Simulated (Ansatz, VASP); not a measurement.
## K2Ni: VASP beside Ansatz

Contents of INCAR:

```
ALGO = Fast
EDIFF = 1E-6
EDIFFG = -0.01
ENCUT = 600
GGA = PE
IBRION = 2
ISIF = 3
ISMEAR = 0
LASPH = T
LCHARG = F
LREAL = F
LWAVE = F
NELM = 80
NSW = 100
PREC = Accurate
SIGMA = 0.1
```

KPOINTS

```
k-points
0
Gamma
  12 12 14
```

Contents of POSCAR:

```
K2Ni
1.0
    5.6439392005      0.0000000000      0.0000000000
   -2.8219696003      4.8877947251      0.0000000000
    0.0000000000      0.0000000000      3.3824492216
K Ni
2 1
Direct
    0.3333333333      0.6666666667      0.5000000000
    0.6666666667      0.3333333333      0.5000000000
    0.0000000000      0.0000000000      0.0000000000
```

Input for Ansatz:

```yaml
crystal:
  lattice:
    - [5.6439392005, 0.0, 0.0]
    - [-2.8219696003, 4.8877947251, 0.0]
    - [0.0, 0.0, 3.3824492216]
  atoms:
    - { symbol: K, position: [0.3333333333, 0.6666666667, 0.5] }
    - { symbol: K, position: [0.6666666667, 0.3333333333, 0.5] }
    - { symbol: Ni, position: [0.0, 0.0, 0.0] }
basis:
  ecutwfc: 420
kpoints:
  mp_grid: { grid: [12, 12, 14] }
hamiltonian:
  xc: pbe
scf:
  occupations: { method: gaussian, width: 0.1 }
output:
  forces: true
  stress: true
  eigenvalues: true
relax:
  adjacent_minimum: "off"
  f_tol: 0.01
  max_steps: 80
  cell: { stress_tol: 0.05 }
```

Alike in both runs: task relaxation of cell and atoms; functional PBE; k mesh 12 × 12 × 14; occupations gaussian, width 0.1 eV; no spin polarisation.

|  | VASP | Ansatz |
| --- | --- | --- |
| version | VASP 6.6.1 | Ansatz 0.2.0 |
| potentials or method | VASP PAW PBE potentials, release 64 (K_sv, Ni), cutoff 600 eV | scalar-relativistic, plane waves, PAW |
| valence electrons in the cell | 28 | 36 |

VASP gave:

```
gap on the k mesh at the Fermi level, each at its own relaxed structure (eV) : none
relaxed volume (Å³/atom)                                                     : 31.58
relaxed cell length with the largest relative difference (Å)                 : 5.668
```

Question: Which values does Ansatz return?

Answer: gap on the k mesh at the Fermi level, each at its own relaxed structure (eV): none; relaxed volume (Å³/atom): 31.49; relaxed cell length with the largest relative difference (Å): 5.660.

A gap of «none» marks a metal or a gap that the smearing closes. VASP's potentials hold 28 valence electrons a cell and Ansatz's 36, so a difference there can come from the potentials and not from the codes.
